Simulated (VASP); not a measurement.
LiFeN:

```
CELL_PARAMETERS angstrom
3.10060 0.00000 0.00000
-1.55030 2.68520 0.00000
0.00000 0.00000 4.14534
ATOMIC_POSITIONS crystal
Fe 0.33333 0.66667 0.50000
N 0.00000 0.00000 0.50000
Li 0.00000 0.00000 0.00000
```

Base run:

```yaml
Program: VASP 6.6.1
Functional: PBE
Potentials_or_basis: VASP PAW PBE potentials, release 64 (Fe, N, Li_sv)
Cutoff: 520 eV
k_mesh: 10 × 10 × 7
Occupations: fermi-dirac, width 0.05 eV
Spin: collinear spin, ferromagnetic start
Starting_moments: "[3.0, 0.0, 0.0] μB"
Hubbard_terms: Fe d U = 6.0 eV
```

Its results: net moment 3.62 μB per cell; site moments Fe +3.62; N +0.07; Li -0.01 μB.

Problem. The run is repeated on the same cell with these changes: hubbard terms from Fe d U = 6.0 eV to Fe d U = 3.0 eV; further incar settings from ALGO = Normal; EDIFF = 1e-06; NBANDS = 19 to ALGO = Fast; EDIFF = 1e-07; NBANDS = 19. What comes out?

Solution. Net moment 2.93 μB per cell; site moments Fe +2.97; N +0.07; Li -0.01 μB.

Caveats: a cell with one magnetic atom can't hold antiferromagnetic order, which such compounds often take.
